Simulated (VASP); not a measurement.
KI:

```
K I
1.0
    -0.11814    3.42614    3.42614
     3.42614   -0.11814    3.42614
     3.42614    3.42614   -0.11814
K I
1 1
Cartesian
  0.0000 0.0000 0.0000
  3.3671 3.3671 3.3671
```

This cell differs from its parent crystal: strain along [111] -5.0%.

Base run:

- Program: VASP 6.6.1
- Functional: HSE06
- Potentials or basis: VASP PAW PBE potentials, release 64 (K_sv, I)
- Cutoff: 520 eV
- k mesh: 4 × 4 × 4
- Occupations: gaussian, width 0.01 eV
- Spin: no spin polarisation

Its results: band gap on the k mesh 4.96 eV; pressure 1.0 GPa.

Q: The run is repeated on the same cell with these changes: functional from HSE06 to PBE; further incar settings from ALGO = Normal; EDIFF = 1e-06; NBANDS = 15 to ALGO = Normal; EDIFF = 1e-07; NBANDS = 15. What comes out?

A: Band gap on the k mesh 3.96 eV; pressure 1.2 GPa.

Caveats: spin-orbit coupling is left out, which moves the levels of the heavy elements; the PAW data sets were made with another functional, which shifts forces and pressure a little (at least some runs).

